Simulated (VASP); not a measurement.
Write the native input for VASP 6.6.1 that does the following.

```yaml
Task: single point
Functional: r2SCAN
Potentials_or_basis: VASP PAW PBE potentials, release 64 (Zr_sv, B_h)
Cutoff: 910 eV
k_mesh: 10 × 10 × 8
Occupations: fermi-dirac, width 0.05 eV
Spin: no spin polarisation
Hubbard_terms: Zr d U = 6.0 eV
Dipole_correction: no
Further_INCAR_settings: ALGO = Normal; EDIFF = 1e-06; NBANDS = 16
```

Crystal: ZrB2.

```xyz
3
Lattice="3.1766 0.0000 0.0000 -1.5883 2.7510 0.0000 0.0000 0.0000 3.6245" Properties=species:S:1:pos:R:3 pbc="T T T"
Zr    0.0000    0.0000    0.0000
B     1.5883    0.9170    1.8122
B     0.0000    1.8340    1.8122
```

One way to write it, as run:

POSCAR

```
ZrB2
1.0
    3.1766079689      0.0000000000      0.0000000000
   -1.5883039845      2.7510231990      0.0000000000
    0.0000000000      0.0000000000      3.6244719845
Zr B
1 2
Direct
    0.0000000000      0.0000000000      0.0000000000
    0.6666666667      0.3333333333      0.5000000000
    0.3333333333      0.6666666667      0.5000000000
```

INCAR.step1

```
PREC     = Accurate       # precision mode
ENCUT    = 910            # plane-wave cutoff, eV
ISMEAR   = -1             # smearing method
SIGMA    = 0.05           # smearing width, eV
LREAL    = F              # projectors in reciprocal space
LASPH    = T              # aspherical terms in the spheres
NELM     = 200            # most SCF steps
LMAXMIX  = 4              # l up to which the mixer works
LDAU     = T              # DFT+U
LDAUTYPE = 2            
LDAUL    = 2 -1           # shell
LDAUU    = 6 0            # U, eV
LDAUJ    = 0 0          
NBANDS   = 16             # bands
GGA      = PE             # functional
ALGO     = Normal         # electronic algorithm
EDIFF    = 1E-5           # SCF threshold, eV
LWAVE    = T              # write WAVECAR
LCHARG   = F              # write CHGCAR
GGA_COMPAT= F
```

INCAR.step2

```
PREC     = Accurate       # precision mode
ENCUT    = 910            # plane-wave cutoff, eV
EDIFF    = 1E-6           # SCF threshold, eV
ISMEAR   = -1             # smearing method
SIGMA    = 0.05           # smearing width, eV
LREAL    = F              # projectors in reciprocal space
LASPH    = T              # aspherical terms in the spheres
NELM     = 200            # most SCF steps
ALGO     = Normal         # electronic algorithm
ISIF     = 2              # what is computed and relaxed
LWAVE    = F              # write WAVECAR
LCHARG   = T              # write CHGCAR
LMAXMIX  = 4              # l up to which the mixer works
LDAU     = T              # DFT+U
LDAUTYPE = 2            
LDAUL    = 2 -1           # shell
LDAUU    = 6 0            # U, eV
LDAUJ    = 0 0          
LDAUPRINT= 1            
METAGGA  = R2SCAN         # meta-GGA
LMIXTAU  = T            
LELF     = T              # ELF
LVHAR    = T            
NBANDS   = 16             # bands
ISTART   = 1            
GGA_COMPAT= F
```

KPOINTS

```
regular mesh
0
Gamma
  10 10 8
```

Potentials or basis: VASP PAW PBE potentials, release 64 (Zr_sv, B_h).

Command:

```bash
$ cat potpaw_PBE.64/Zr_sv/POTCAR potpaw_PBE.64/B_h/POTCAR > POTCAR
$ cp INCAR.step1 INCAR
$ mpirun -np 1 vasp_std > vasp.out
$ cp INCAR.step2 INCAR
$ mpirun -np 1 vasp_std > vasp.out
```

Results of the run:

```json
{
 "Pressure": "7.4 GPa",
 "Band gap on the k mesh": "zero (bands 9 and 10 overlap by 1.30 eV)"
}
```

Caveat: the cell stands under pressure; the PAW data sets were made with another functional, which shifts forces and pressure a little; U without spin polarisation on a metal has little footing; the U is typed as a test and isn't derived for this compound.

Wall time 91 s on 1 thread of Intel(R) Xeon(R) 6975P-C (Granite Rapids) (shared host), peak memory 0.24 GiB.
